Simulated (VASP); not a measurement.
# KBr (P6_3/mmc) in VASP: single point with PBE-based screened hybrid with 30 % exact exchange

Aim: the single point of KBr with PBE-based screened hybrid with 30 % exact exchange.

Everything below comes from runs of VASP 6.6.1. Logs are shortened: lines on timing, memory, paths and dates and some standing lists are left out, and cuts for length are marked.

## Step 1: The cell of the first run

Symmetry: P6_3/mmc, No. 194, hexagonal system. The conventional cell has a = 4.559 Å, b = 4.559 Å, c = 8.020 Å, α = 90.00°, β = 90.00°, γ = 120.00°. Within 4.6 Å of K (site symmetry -3m) lie 6 Br at 3.31 Å and 8 K at 4.01 to 4.56 Å. Within 4.6 Å of Br (site symmetry -6m2) lie 6 K at 3.31 Å and 6 Br at 4.56 Å.

## Step 2: Single point, PBE-based screened hybrid with 30 % exact exchange

Input file POSCAR:

```
KBr
1.0
    4.5592982998      0.0000000000      0.0000000000
   -2.2796491499      3.9484681511      0.0000000000
    0.0000000000      0.0000000000      8.0200647660
K Br
2 2
Direct
    0.0000000000      0.0000000000      0.0000000000
    0.0000000000      0.0000000000      0.5000000000
    0.3333333333      0.6666666667      0.2500000000
    0.6666666667      0.3333333333      0.7500000000
```

Input file INCAR.step1:

```
SYSTEM = KBr
PREC = Accurate ; ENCUT = 400
EDIFF = 1E-5 ; ISMEAR = 0
SIGMA = 0.01 ; LREAL = .False.
LASPH = .True. ; NELM = 120
ALGO = Normal ; ISIF = 2
LWAVE = .True. ; LCHARG = .False.
GGA = PE ; NBANDS = 24
GGA_COMPAT = .False.
```

Input file INCAR.step2:

```
SYSTEM = KBr
PREC = Accurate ; ENCUT = 400
EDIFF = 1E-6 ; ISMEAR = 0
SIGMA = 0.01 ; LREAL = .False.
LASPH = .True. ; NELM = 120
ALGO = Normal ; ISIF = 2
LWAVE = .False. ; LCHARG = .False.
GGA = PE ; LHFCALC = .True.
AEXX = 0.3 ; HFSCREEN = 0.3
PRECFOCK = Normal ; ISTART = 1
NBANDS = 24 ; GGA_COMPAT = .False.
```

Input file KPOINTS:

```
Automatic mesh
0
Gamma
  6 6 2
  0 0 0
```

Potentials or basis: VASP PAW PBE potentials, release 64 (K_sv, Br).

On the command line:

```bash
cat potpaw_PBE.64/K_sv/POTCAR potpaw_PBE.64/Br/POTCAR > POTCAR
cp INCAR.step1 INCAR
mpirun -np 1 vasp_std > vasp.out
cp INCAR.step2 INCAR
mpirun -np 1 vasp_std > vasp.out
```

OUTCAR:

```text
SYSTEM = KBr
   PREC = Accurate
   ENCUT = 400
   EDIFF = 1E-6
   ISMEAR = 0
   LREAL = .False.
   LASPH = .True.
   NELM = 120
   ISIF = 2
   GGA = PE
   LHFCALC = .True.
   AEXX = 0.3
   HFSCREEN = 0.3
   PRECFOCK = Normal
   ISTART = 1

 ion  position               nearest neighbor table
   1  0.000  0.000  0.000-
   2  0.000  0.000  0.500-
   3  0.333  0.667  0.250-
   4  0.667  0.333  0.750-

  LATTYP: Found a hexagonal cell.
 ALAT       =     4.5592982998
 C/A-ratio  =     1.7590568194

  Lattice vectors:

 A1 = (   4.5592982998,   0.0000000000,   0.0000000000)
 A2 = (  -2.2796491499,   3.9484681511,   0.0000000000)
 A3 = (   0.0000000000,   0.0000000000,   8.0200647660)

Analysis of symmetry for initial positions (statically):
=====================================================================
 Subroutine PRICEL returns:
 Original cell was already a primitive cell.

 Routine SETGRP: Setting up the symmetry group for a
 hexagonal supercell.

 Subroutine GETGRP returns: Found 24 space group operations
 (whereof 12 operations were pure point group operations)
 out of a pool of 24 trial point group operations.

The static configuration has the point symmetry D_3d.
 The point group associated with its full space group is D_6h.

Analysis of symmetry for dynamics (positions and initial velocities):
=====================================================================
 Subroutine PRICEL returns:
 Original cell was already a primitive cell.

 Routine SETGRP: Setting up the symmetry group for a
 hexagonal supercell.

 Subroutine GETGRP returns: Found 24 space group operations
 (whereof 12 operations were pure point group operations)
 out of a pool of 24 trial point group operations.

The dynamic configuration has the point symmetry D_3d.
 The point group associated with its full space group is D_6h.

 Subroutine INISYM returns: Found 24 space group operations
 (whereof 12 operations are pure point group operations),
 and found     1 'primitive' translations

----------------------------------------------------------------------------------------

                                     Primitive cell

  volume of cell :     144.3792

  direct lattice vectors                    reciprocal lattice vectors
     4.559298300  0.000000000  0.000000000     0.219331997  0.126631387  0.000000000
    -2.279649150  3.948468151  0.000000000     0.000000000  0.253262775  0.000000000
     0.000000000  0.000000000  8.020064766     0.000000000  0.000000000  0.124687272

  length of vectors
     4.559298300  4.559298300  8.020064766     0.253262775  0.253262775  0.124687272

  position of ions in fractional coordinates (direct lattice)
     0.000000000  0.000000000  0.000000000
     0.000000000  0.000000000  0.500000000
     0.333333333  0.666666667  0.250000000
     0.666666667  0.333333333  0.750000000

  ion indices of the primitive-cell ions
   primitive index   ion index
                 1           1
                 2           2
                 3           3
                 4           4

----------------------------------------------------------------------------------------

 KPOINTS: Automatic mesh

Automatic generation of k-mesh.
 Grid dimensions read from file:
 generate k-points for:    6    6    2

 Generating k-lattice:

  Cartesian coordinates                     Fractional coordinates (reciprocal lattice)
     0.036555333  0.021105231  0.000000000     0.166666667  0.000000000  0.000000000
     0.000000000  0.042210462  0.000000000     0.000000000  0.166666667  0.000000000
     0.000000000  0.000000000  0.062343636     0.000000000  0.000000000  0.500000000

  Length of vectors
     0.042210462  0.042210462  0.062343636

  Shift w.r.t. Gamma in fractional coordinates (k-lattice)
     0.000000000  0.000000000  0.000000000

 Subroutine IBZKPT returns following result:
 ===========================================

 Found     14 irreducible k-points:

 Following reciprocal coordinates:
            Coordinates               Weight
  0.000000  0.000000  0.000000      1.000000
  0.166667 -0.000000  0.000000      6.000000
  0.333333 -0.000000  0.000000      6.000000
  0.500000  0.000000  0.000000      3.000000
  0.166667  0.166667  0.000000      6.000000
  0.333333  0.166667  0.000000     12.000000
  0.333333  0.333333  0.000000      2.000000
  0.000000  0.000000  0.500000      1.000000
  0.166667 -0.000000  0.500000      6.000000
  0.333333 -0.000000  0.500000      6.000000
  0.500000  0.000000  0.500000      3.000000
  0.166667  0.166667  0.500000      6.000000
  0.333333  0.166667  0.500000     12.000000
  0.333333  0.333333  0.500000      2.000000
   k-points           NKPTS =     14   k-points in BZ     NKDIM =     72   number of bands    NBANDS=     24
   number of dos      NEDOS =    301   number of ions     NIONS =      4
   total plane-waves  NPLWV =  48600
   dimension x,y,z NGX =    30 NGY =   30 NGZ =   54
   dimension x,y,z NGXF=    60 NGYF=   60 NGZF=  108
   ions per type =               2   2
   NGX,Y,Z   is equivalent  to a cutoff of  10.94, 10.94, 11.19 a.u.
   NGXF,Y,Z  is equivalent  to a cutoff of  21.88, 21.88, 22.39 a.u.
 SYSTEM =  KBr
   PREC   = accura    normal or accurate (medium, high low for compatibility)
   ISTART =      1    job   : 0-new  1-cont  2-samecut
   ICHARG =      0    charge: 1-file 2-atom 10-const
   ISPIN  =      1    spin polarized calculation?
   LNONCOLLINEAR =      F non collinear calculations
   LSORBIT =      F    spin-orbit coupling
   LASPH  =      T    aspherical Exc in radial PAW
   ENCUT  =  400.0 eV  29.40 Ry    5.42 a.u.   7.44  7.44 13.08*2*pi/ulx,y,z
   NELM   =    120;   NELMIN=  2; NELMDL=  0     # of ELM steps
   EDIFF  = 0.1E-05   stopping-criterion for ELM
   LREAL  =      F    real-space projection
   EDIFFG = 0.1E-04   stopping-criterion for IOM
   NSW    =      0    number of steps for IOM
   IBRION =     -1    ionic relax: 0-MD 1-quasi-New 2-CG
   NFREE  =      0    steps in history (QN), initial steepest desc. (CG)
   ISIF   =      2    stress and relaxation
   ISYM   =      3    0-nonsym 1-usesym 2-fastsym
   POTIM  = 0.5000    time-step for ionic-motion
   TEBEG  =    0.0;   TEEND  =   0.0 temperature during run
   PSTRESS=    0.0 pullay stress
   NELECT =      32.0000    total number of electrons
   NUPDOWN=      -1.0000    fix difference up-down
   EMIN   =  10.00;   EMAX   =-10.00  energy-range for DOS
   EFERMI =   0.00;   METHOD = LEGACY
   ISMEAR =     0;   SIGMA  =   0.01  broadening in eV -4-tet -1-fermi 0-gaus
   EFERMI_NEDOS =   21; number of points for ismear=-14 and -15
   IALGO  =     38    algorithm
   IMIX   =      1    mixing-type and parameters
     AMIX     =   0.40;   BMIX     =  1.00
     AMIX_MAG =   1.60;   BMIX_MAG =  1.00
  volume/ion in A,a.u.               =      36.09       243.58
  Fermi-wavevector in a.u.,A,eV,Ry     =   0.990733  1.872214 13.354825  0.981552
  Thomas-Fermi vector in A             =   2.122424
   LORBIT       =      0    0 simple, 1 ext, 2 COOP (PROOUT), +10 PAW based schemes
   GGA     = PE    functional components
   LHFCALC =     T    Hartree Fock is set to
   PRECFOCK=normal    Normal, Fast or Accurate (Low or Medium for compatibility)
   ENCUT4O =  -1.0   cutoff for four orbital integrals eV
   NKREDX  =     1    reduce k-point grid by
   NKREDY  =     1    reduce k-point grid by
   NKREDZ  =     1    reduce k-point grid by
   AEXX    =    0.3000 exact exchange contribution
   HFSCREEN=    0.3000 screening length (either q_TF or 0.3 A-1)
   HFSCREENC=   0.3000 screening length for correlation (either q_TF or 0.3 A-1)
   ENCUTFOCK=  -1.0 apply spherical cutoff to Coloumb kernel
   IVDW    =     0    specifies the selected vdW correction
   LEPSILON=     F    determine dielectric tensor
   LRPA    =     F    only Hartree local field effects (RPA)
 non-spin polarized calculation
 Gauss-broadening in eV      SIGMA  =   0.01
  energy-cutoff  :      400.00
  volume of cell :      144.38
 maximum number of plane-waves:      2642
 NGX is ok and might be reduce to    30
  NGX = 24; NGY = 24; NGZ = 40

 number of electron      31.9999999 magnetization

 Free energy of the ion-electron system (eV)
  ---------------------------------------------------
  ext. energy  EPLUGINS =         0.00000000
  ---------------------------------------------------
  free energy    TOTEN  =       -14.22673077 eV

  energy without entropy =      -14.22673077  energy(sigma->0) =      -14.22673077

 E-fermi :  -2.4703     XC(G=0):  -6.0933

 val. band max:       -2.5577214041   @ k =   0.0000   0.0000   0.0000
 cond. band min:       2.9195232002   @ k =   0.0000   0.0000   0.0000
 fundamental gap:      5.4772446042
 Fermi energy:        -2.4703448611

 k-point     1 :       0.0000    0.0000    0.0000
  band No.  band energies     occupation
      1     -33.0647      2.00000
      2     -33.0526      2.00000
      3     -16.3194      2.00000
      4     -16.0881      2.00000
      5     -14.9381      2.00000
      6     -14.9381      2.00000
[... 16 lines left out ...]
     23       6.8746      0.00000
     24       6.9169      0.00000

 k-point     2 :       0.1667   -0.0000    0.0000
  band No.  band energies     occupation
      1     -33.0634      2.00000
      2     -33.0514      2.00000
      3     -16.2570      2.00000
      4     -16.1256      2.00000
      5     -14.9442      2.00000
      6     -14.9358      2.00000
[... 16 lines left out ...]
     23       7.0753      0.00000
     24       7.1432      0.00000

 k-point     3 :       0.3333   -0.0000    0.0000
  band No.  band energies     occupation
      1     -33.0607      2.00000
      2     -33.0492      2.00000
      3     -16.2245      2.00000
      4     -16.0708      2.00000
      5     -14.9801      2.00000
      6     -14.9571      2.00000
[... 16 lines left out ...]
     23       7.8807      0.00000
     24       8.1465      0.00000

 k-point     4 :       0.5000    0.0000    0.0000
  band No.  band energies     occupation
      1     -33.0594      2.00000
      2     -33.0481      2.00000
      3     -16.2534      2.00000
      4     -15.9714      2.00000
      5     -15.0628      2.00000
      6     -15.0019      2.00000
[... 16 lines left out ...]
     23       8.4201      0.00000
     24       8.5273      0.00000

 k-point     5 :       0.1667    0.1667    0.0000
  band No.  band energies     occupation
      1     -33.0614      2.00000
      2     -33.0498      2.00000
      3     -16.1687      2.00000
      4     -16.1581      2.00000
      5     -14.9760      2.00000
      6     -14.9645      2.00000
[... 16 lines left out ...]
     23       7.5822      0.00000
     24       7.9319      0.00000

 k-point     6 :       0.3333    0.1667    0.0000
  band No.  band energies     occupation
      1     -33.0594      2.00000
      2     -33.0481      2.00000
      3     -16.2048      2.00000
      4     -16.0423      2.00000
      5     -15.0468      2.00000
      6     -14.9899      2.00000
[... 16 lines left out ...]
     23       7.7859      0.00000
     24       8.4953      0.00000
[... 109 lines left out ...]
 k-point    11 :       0.5000    0.0000    0.5000
  band No.  band energies     occupation
      1     -33.0538      2.00000
      2     -33.0538      2.00000
      3     -16.1292      2.00000
      4     -16.1292      2.00000
      5     -14.9795      2.00000
      6     -14.9795      2.00000
[... 16 lines left out ...]
     23       8.4858      0.00000
     24       8.4858      0.00000

 k-point    12 :       0.1667    0.1667    0.5000
  band No.  band energies     occupation
      1     -33.0556      2.00000
      2     -33.0556      2.00000
      3     -16.1584      2.00000
      4     -16.1584      2.00000
      5     -14.9785      2.00000
      6     -14.9785      2.00000
[... 16 lines left out ...]
     23       8.1169      0.00000
     24       8.1169      0.00000

 k-point    13 :       0.3333    0.1667    0.5000
  band No.  band energies     occupation
      1     -33.0538      2.00000
      2     -33.0538      2.00000
      3     -16.1271      2.00000
      4     -16.1271      2.00000
      5     -14.9813      2.00000
      6     -14.9813      2.00000
[... 16 lines left out ...]
     23       8.2360      0.00000
     24       8.2360      0.00000

 k-point    14 :       0.3333    0.3333    0.5000
  band No.  band energies     occupation
      1     -33.0532      2.00000
      2     -33.0532      2.00000
      3     -16.1147      2.00000
      4     -16.1147      2.00000
      5     -14.9925      2.00000
      6     -14.9925      2.00000
[... 16 lines left out ...]
     23       7.7871      0.00000
     24       7.7918      0.00000

------------------------ aborting loop because EDIFF is reached ----------------------------------------

  FORCE on cell =-STRESS in cart. coord.  units (eV):
  Direction    XX          YY          ZZ          XY          YZ          ZX
  --------------------------------------------------------------------------------------
  -------------------------------------------------------------------------------------
  Total        0.3538570      0.3538570      0.3443543      0.0000000     -0.0000000      0.0000000
  in kB        3.9267554      3.9267554      3.8213044      0.0000000     -0.0000000      0.0000000
  external PRESSURE =       3.8916051 kB  Pullay stress =       0.0000000 kB

 VOLUME and BASIS-vectors are now :
 -----------------------------------------------------------------------------
  energy-cutoff  :      400.00
  volume of cell :      144.38
      direct lattice vectors                 reciprocal lattice vectors
     4.559298300  0.000000000  0.000000000     0.219331997  0.126631387  0.000000000
    -2.279649150  3.948468151  0.000000000     0.000000000  0.253262775  0.000000000
     0.000000000  0.000000000  8.020064766     0.000000000  0.000000000  0.124687272

 POSITION                                       TOTAL-FORCE (eV/Angst)
 -----------------------------------------------------------------------------------
      0.00000      0.00000      0.00000         0.000000     -0.000000      0.000000
      0.00000      0.00000      4.01003         0.000000     -0.000000      0.000000
     -0.00000      2.63231      2.00502         0.000000      0.000000     -0.000000
      2.27965      1.31616      6.01505        -0.000000     -0.000000     -0.000000
 -----------------------------------------------------------------------------------
    total drift:                               -0.000000      0.000000     -0.000000

  FREE ENERGIE OF THE ION-ELECTRON SYSTEM (eV)
  ---------------------------------------------------
  free  energy   TOTEN  =       -14.2267307726 eV

  energy  without entropy=      -14.2267307726  energy(sigma->0) =      -14.22673077
```

Wall time 80 min (1 thread of AMD EPYC 7R43 (Zen 3), shared host); peak memory 0.32 GiB.

What came out:

| Quantity | Value |
| --- | --- |
| Free energy | -14.2267 eV |
| Pressure | 0.4 GPa |
| Band gap on the k mesh | 5.48 eV |

Levels at points of the mesh, in eV from the valence-band top:
```tsv
k point	band 12	band 13	band 14	band 15	band 16	band 17	band 18	band 19	band 20	band 21
(0.00, 0.00, 0.00)	-0.27	-0.27	-0.18	0.00	0.00	5.48	7.68	7.94	9.21	9.21
(0.50, 0.00, 0.00)	-0.81	-0.58	-0.57	-0.36	-0.29	7.26	7.98	8.18	9.05	10.09
(0.00, 0.00, 0.50)	-0.80	-0.14	-0.14	-0.14	-0.14	6.70	6.70	8.53	8.53	9.68
(0.50, 0.00, 0.50)	-1.09	-0.49	-0.49	-0.33	-0.33	7.90	7.90	7.99	7.99	10.41
```

Caveat: the PAW data sets were made with another functional, which shifts forces and pressure a little.
